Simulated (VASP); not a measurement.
# Cu (Im-3m) in VASP: a series of runs

Cu is run at these levels: BLYP; tasks: single point.

Everything below comes from runs of VASP 6.6.1. Logs are shortened: lines on timing, memory, paths and dates and some standing lists are left out, and cuts for length are marked.

**1. The cell of the first run**

Symmetry: Im-3m, No. 229, cubic system. The conventional cell has a = 2.863 Å, b = 2.863 Å, c = 2.863 Å, α = 90.00°, β = 90.00°, γ = 90.00°. Cu (site symmetry m-3m) has 14 Cu at 2.48 to 2.86 Å within 3.3 Å.

**2. Single point, BLYP (volume scaled by 0.92)**

Input file INCAR:

```
AGGAC = 1.0
AGGAX = 1.0
ALDAC = 0.0
ALDAX = 1.0
ALGO = Normal
EDIFF = 1E-7
ENCUT = 520
GGA = B5
ISIF = 2
ISMEAR = -1
LASPH = T
LCHARG = T
LELF = T
LREAL = F
LVHAR = T
LWAVE = F
NBANDS = 12
NELM = 80
PREC = Accurate
SIGMA = 0.1
```

Input file KPOINTS:

```
k-points
0
Gamma
  17 17 17
```

Input file POSCAR:

```
Cu
1.0
   -1.4315646901      1.4315646901      1.4315646901
    1.4315646901     -1.4315646901      1.4315646901
    1.4315646901      1.4315646901     -1.4315646901
Cu
1
Direct
    0.0000000000      0.0000000000      0.0000000000
```

Potentials or basis: VASP PAW PBE potentials, release 64 (Cu).

On the command line:

```
> cat potpaw_PBE.64/Cu/POTCAR > POTCAR
> mpirun -np 1 vasp_std > vasp.out
```

OUTCAR:

```text
EDIFF = 1E-7
   ENCUT = 520
   GGA = B5
   ISIF = 2
   ISMEAR = -1
   LASPH = T
   LREAL = F
   NELM = 80
   PREC = Accurate

 ion  position               nearest neighbor table
   1  0.000  0.000  0.000-

  LATTYP: Found a body centered cubic cell.
 ALAT       =     2.8631293802

  Lattice vectors:

 A1 = (  -1.4315646901,   1.4315646901,   1.4315646901)
 A2 = (   1.4315646901,  -1.4315646901,   1.4315646901)
 A3 = (   1.4315646901,   1.4315646901,  -1.4315646901)

Analysis of symmetry for initial positions (statically):
=====================================================================
 Subroutine PRICEL returns:
 Original cell was already a primitive cell.

 Routine SETGRP: Setting up the symmetry group for a
 body centered cubic supercell.

 Subroutine GETGRP returns: Found 48 space group operations
 (whereof 48 operations were pure point group operations)
 out of a pool of 48 trial point group operations.

The static configuration has the point symmetry O_h .

Analysis of symmetry for dynamics (positions and initial velocities):
=====================================================================
 Subroutine PRICEL returns:
 Original cell was already a primitive cell.

 Routine SETGRP: Setting up the symmetry group for a
 body centered cubic supercell.

 Subroutine GETGRP returns: Found 48 space group operations
 (whereof 48 operations were pure point group operations)
 out of a pool of 48 trial point group operations.

The dynamic configuration has the point symmetry O_h .

 Subroutine INISYM returns: Found 48 space group operations
 (whereof 48 operations are pure point group operations),
 and found     1 'primitive' translations

----------------------------------------------------------------------------------------

                                     Primitive cell

  volume of cell :      11.7353

  direct lattice vectors                    reciprocal lattice vectors
    -1.431564690  1.431564690  1.431564690     0.000000000  0.349268184  0.349268184
     1.431564690 -1.431564690  1.431564690     0.349268184  0.000000000  0.349268184
     1.431564690  1.431564690 -1.431564690     0.349268184  0.349268184  0.000000000

  length of vectors
     2.479542778  2.479542778  2.479542778     0.493939803  0.493939803  0.493939803

  position of ions in fractional coordinates (direct lattice)
     0.000000000  0.000000000  0.000000000

  ion indices of the primitive-cell ions
   primitive index   ion index
                 1           1

----------------------------------------------------------------------------------------

 KPOINTS: k-points

Automatic generation of k-mesh.
 Grid dimensions read from file:
 generate k-points for:   17   17   17

 Generating k-lattice:

  Cartesian coordinates                     Fractional coordinates (reciprocal lattice)
     0.000000000  0.020545187  0.020545187     0.058823529  0.000000000  0.000000000
     0.020545187  0.000000000  0.020545187     0.000000000  0.058823529  0.000000000
     0.020545187  0.020545187  0.000000000     0.000000000  0.000000000  0.058823529

  Length of vectors
     0.029055283  0.029055283  0.029055283

  Shift w.r.t. Gamma in fractional coordinates (k-lattice)
     0.000000000  0.000000000  0.000000000

 Subroutine IBZKPT returns following result:
 ===========================================

 Found    165 irreducible k-points:

 Following reciprocal coordinates:
            Coordinates               Weight
  0.000000  0.000000  0.000000      1.000000
  0.058824  0.000000  0.000000     12.000000
  0.117647  0.000000  0.000000     12.000000
  0.176471  0.000000  0.000000     12.000000
  0.235294  0.000000  0.000000     12.000000
  0.294118  0.000000  0.000000     12.000000
[... 16 lines left out ...]
  0.411765  0.117647  0.000000     48.000000
  0.176471  0.176471  0.000000     24.000000
 [... further k-points ...]
   k-points           NKPTS =    165   k-points in BZ     NKDIM =    165   number of bands    NBANDS=     12
   number of dos      NEDOS =    301   number of ions     NIONS =      1
   total plane-waves  NPLWV =   5832
   dimension x,y,z NGX =    18 NGY =   18 NGZ =   18
   dimension x,y,z NGXF=    36 NGYF=   36 NGZF=   36
   ions per type =               1
   NGX,Y,Z   is equivalent  to a cutoff of  12.07, 12.07, 12.07 a.u.
   NGXF,Y,Z  is equivalent  to a cutoff of  24.14, 24.14, 24.14 a.u.
 SYSTEM =  unknown system
   PREC   = accura    normal or accurate (medium, high low for compatibility)
   ISTART =      0    job   : 0-new  1-cont  2-samecut
   ICHARG =      2    charge: 1-file 2-atom 10-const
   ISPIN  =      1    spin polarized calculation?
   LNONCOLLINEAR =      F non collinear calculations
   LSORBIT =      F    spin-orbit coupling
   LASPH  =      T    aspherical Exc in radial PAW
   ENCUT  =  520.0 eV  38.22 Ry    6.18 a.u.   4.61  4.61  4.61*2*pi/ulx,y,z
   NELM   =     80;   NELMIN=  2; NELMDL= -5     # of ELM steps
   EDIFF  = 0.1E-06   stopping-criterion for ELM
   LREAL  =      F    real-space projection
   EDIFFG = 0.1E-05   stopping-criterion for IOM
   NSW    =      0    number of steps for IOM
   IBRION =     -1    ionic relax: 0-MD 1-quasi-New 2-CG
   NFREE  =      0    steps in history (QN), initial steepest desc. (CG)
   ISIF   =      2    stress and relaxation
   ISYM   =      2    0-nonsym 1-usesym 2-fastsym
   POTIM  = 0.5000    time-step for ionic-motion
   TEBEG  =    0.0;   TEEND  =   0.0 temperature during run
   PSTRESS=    0.0 pullay stress
   NELECT =      11.0000    total number of electrons
   NUPDOWN=      -1.0000    fix difference up-down
   EMIN   =  10.00;   EMAX   =-10.00  energy-range for DOS
   EFERMI =   0.00;   METHOD = LEGACY
   ISMEAR =    -1;   SIGMA  =   0.10  broadening in eV -4-tet -1-fermi 0-gaus
   EFERMI_NEDOS =   21; number of points for ismear=-14 and -15
   IALGO  =     38    algorithm
   IMIX   =      4    mixing-type and parameters
     AMIX     =   0.40;   BMIX     =  1.00
     AMIX_MAG =   1.60;   BMIX_MAG =  1.00
  volume/ion in A,a.u.               =      11.74        79.19
  Fermi-wavevector in a.u.,A,eV,Ry     =   1.602168  3.027659 34.925375  2.566943
  Thomas-Fermi vector in A             =   2.699031
   LORBIT       =      0    0 simple, 1 ext, 2 COOP (PROOUT), +10 PAW based schemes
   GGA     = B5    functional components
   LHFCALC =     F    Hartree Fock is set to
   AEXX    =    0.0000 exact exchange contribution
   IVDW    =     0    specifies the selected vdW correction
   LEPSILON=     F    determine dielectric tensor
   LRPA    =     F    only Hartree local field effects (RPA)
 non-spin polarized calculation
  energy-cutoff  :      520.00
  volume of cell :       11.74
 maximum number of plane-waves:       329
   NGX =  9   NGY =  9   NGZ =  9

 number of electron      10.9999975 magnetization

 Free energy of the ion-electron system (eV)
  ---------------------------------------------------
  ext. energy  EPLUGINS =         0.00000000
  ---------------------------------------------------
  free energy    TOTEN  =        -2.91658624 eV

  energy without entropy =       -2.90770835  energy(sigma->0) =       -2.91214729

 E-fermi :   8.1506     XC(G=0): -12.1960

 val. band max:        8.1210735988   @ k =   0.4706   0.0588   0.0000
 cond. band min:       8.1533258770   @ k =  -0.3529   0.4706   0.0588
 fundamental gap:      0.0322522783
 Fermi energy:         8.1505557883

 k-point     1 :       0.0000    0.0000    0.0000
  band No.  band energies     occupation
      1      -1.1505      2.00000
      2       4.9333      2.00000
      3       4.9333      2.00000
      4       4.9333      2.00000
      5       5.9581      2.00000
      6       5.9581      2.00000
      7      33.6117      0.00000
      8      33.6117      0.00000
      9      33.6117      0.00000
     10      36.3851      0.00000
     11      36.3851      0.00000
     12      36.3851      0.00000

 k-point     2 :       0.0588    0.0000    0.0000
  band No.  band energies     occupation
      1      -1.0162      2.00000
      2       4.9085      2.00000
      3       4.9329      2.00000
      4       4.9853      2.00000
      5       5.9336      2.00000
      6       5.9600      2.00000
      7      32.0503      0.00000
      8      33.2101      0.00000
      9      33.2488      0.00000
     10      34.9099      0.00000
     11      35.1584      0.00000
     12      35.4960      0.00000

 k-point     3 :       0.1176    0.0000    0.0000
  band No.  band energies     occupation
      1      -0.6188      2.00000
      2       4.8376      2.00000
      3       4.9259      2.00000
      4       5.1367      2.00000
      5       5.8748      2.00000
      6       5.9659      2.00000
      7      28.9846      0.00000
      8      31.8957      0.00000
      9      32.5062      0.00000
     10      32.9499      0.00000
     11      34.3007      0.00000
     12      35.4851      0.00000
[... 286 lines left out ...]
 k-point    23 :       0.4118    0.1176    0.0000
  band No.  band energies     occupation
      1       3.2595      2.00000
      2       4.2656      2.00000
      3       5.5940      2.00000
      4       5.8976      2.00000
      5       6.3084      2.00000
      6       8.7035      0.00790
      7      12.9249      0.00000
      8      22.0904      0.00000
      9      25.5639      0.00000
     10      31.6708      0.00000
     11      35.8425      0.00000
     12      40.0354      0.00000

 k-point    24 :       0.1765    0.1765    0.0000
  band No.  band energies     occupation
      1       2.0462      2.00000
      2       4.5653      2.00000
      3       4.6046      2.00000
      4       5.7377      2.00000
      5       6.0561      2.00000
      6       6.3748      2.00000
      7      21.6514      0.00000
      8      21.9119      0.00000
      9      27.4650      0.00000
     10      33.1162      0.00000
     11      35.4295      0.00000
     12      39.0393      0.00000

 [... further k-points ...]
[... 5 lines left out ...]
  --------------------------------------------------------------------------------------
  -------------------------------------------------------------------------------------
  Total        0.9029924      0.9029924      0.9029924     -0.0000000     -0.0000000      0.0000000
  in kB      123.2825854    123.2825854    123.2825854     -0.0000000     -0.0000000      0.0000000
  external PRESSURE =     123.2825854 kB  Pullay stress =       0.0000000 kB

 VOLUME and BASIS-vectors are now :
 -----------------------------------------------------------------------------
  energy-cutoff  :      520.00
  volume of cell :       11.74
      direct lattice vectors                 reciprocal lattice vectors
    -1.431564690  1.431564690  1.431564690     0.000000000  0.349268184  0.349268184
     1.431564690 -1.431564690  1.431564690     0.349268184  0.000000000  0.349268184
     1.431564690  1.431564690 -1.431564690     0.349268184  0.349268184  0.000000000

 POSITION                                       TOTAL-FORCE (eV/Angst)
 -----------------------------------------------------------------------------------
      0.00000      0.00000      0.00000        -0.000000      0.000000      0.000000
 -----------------------------------------------------------------------------------
    total drift:                                0.000000      0.000000      0.000000

  FREE ENERGIE OF THE ION-ELECTRON SYSTEM (eV)
  ---------------------------------------------------
  free  energy   TOTEN  =        -2.9165862390 eV

  energy  without entropy=       -2.9077083499  energy(sigma->0) =       -2.91214729
```

Run time: 16 s. Hardware: 1 thread of Intel Xeon 6975P-C, shared host; peak memory 0.13 GiB.

What came out:

```
Free energy : -2.9166 eV
Pressure    : 12.3 GPa
```

Levels at points of the mesh, in eV from the Fermi level:
```csv
k point,band 4,band 5,band 6,band 7,band 8,band 9
"(0.00, 0.00, 0.00)",-3.22,-2.19,-2.19,25.46,25.46,25.46
```

Caveat: the cell differs from its parent crystal (volume scaled by 0.92); the PAW data sets were made with another functional, which shifts forces and pressure a little.

**3. Single point, BLYP (volume scaled by 0.96)**

Input file INCAR:

```
SYSTEM = Cu
PREC = Accurate
ENCUT = 520
EDIFF = 1E-7
ISMEAR = -1
SIGMA = 0.1
LREAL = .FALSE.
LASPH = .TRUE.
NELM = 60
ALGO = Normal
ISIF = 2
LWAVE = .FALSE.
LCHARG = .TRUE.
GGA = B5
ALDAX = 1.0
AGGAX = 1.0
AGGAC = 1.0
ALDAC = 0.0
LELF = .TRUE.
LVHAR = .TRUE.
NBANDS = 12
```

Input file KPOINTS:

```
regular mesh
0
G
  17 17 17
  0 0 0
```

Input file POSCAR:

```
Cu
1.0
   -1.4520183776      1.4520183776      1.4520183776
    1.4520183776     -1.4520183776      1.4520183776
    1.4520183776      1.4520183776     -1.4520183776
Cu
1
Direct
    0.0000000000      0.0000000000      0.0000000000
```

Potentials or basis: VASP PAW PBE potentials, release 64 (Cu).

On the command line:

```
> cat potpaw_PBE.64/Cu/POTCAR > POTCAR
> mpirun -np 1 vasp_std > vasp.out
```

Run time: 20 s. Hardware: 1 thread of Intel Xeon 6975P-C, shared host; peak memory 0.14 GiB.

Results (log left out):

| Item | Value |
| --- | --- |
| Free energy | -2.9453 eV |
| Pressure | 5.8 GPa |

Levels at points of the mesh, in eV from the Fermi level:
```csv
k point,band 4,band 5,band 6,band 7,band 8,band 9
"(0.00, 0.00, 0.00)",-3.09,-2.12,-2.12,25.05,25.05,25.05
```

Caveat: the cell differs from its parent crystal (volume scaled by 0.96); the PAW data sets were made with another functional, which shifts forces and pressure a little.

**4. Single point, BLYP**

This run uses another cell than the first one, of 12.76 Å³/atom, 1.087 times its volume.

Input file INCAR:

```
AGGAC = 1.0 ; AGGAX = 1.0
ALDAC = 0.0 ; ALDAX = 1.0
ALGO = Normal ; EDIFF = 1E-7
ENCUT = 520 ; GGA = B5
ISIF = 2 ; ISMEAR = -1
LASPH = True ; LCHARG = True
LELF = True ; LREAL = False
LVHAR = True ; LWAVE = False
NBANDS = 12 ; NELM = 80
PREC = Accurate ; SIGMA = 0.1
```

Input file KPOINTS:

```
k-points
0
Gamma
  17 17 17
```

Input file POSCAR:

```
Cu
1.0
   -1.4719115123      1.4719115123      1.4719115123
    1.4719115123     -1.4719115123      1.4719115123
    1.4719115123      1.4719115123     -1.4719115123
Cu
1
Direct
    0.0000000000      0.0000000000      0.0000000000
```

On the command line:

```
> cat potpaw_PBE.64/Cu/POTCAR > POTCAR
> mpirun -np 1 vasp_std > vasp.out
```

Wall time 20 s (1 thread of Intel Xeon 6975P-C, shared host); peak memory 0.14 GiB.

The run converged. Its results:

- Free energy: -2.9554 eV
- Pressure: 0.6 GPa

Levels at points of the mesh, in eV from the Fermi level:
| k point | band 3 | band 4 | band 5 | band 6 | band 7 | band 8 | band 9 | band 10 |
| --- | --- | --- | --- | --- | --- | --- | --- | --- |
| (0.00, 0.00, 0.00) | -2.97 | -2.97 | -2.06 | -2.06 | 24.66 | 24.66 | 24.66 | 26.31 |

Caveat: the PAW data sets were made with another functional, which shifts forces and pressure a little.

(Continued in part 2 of 2.)
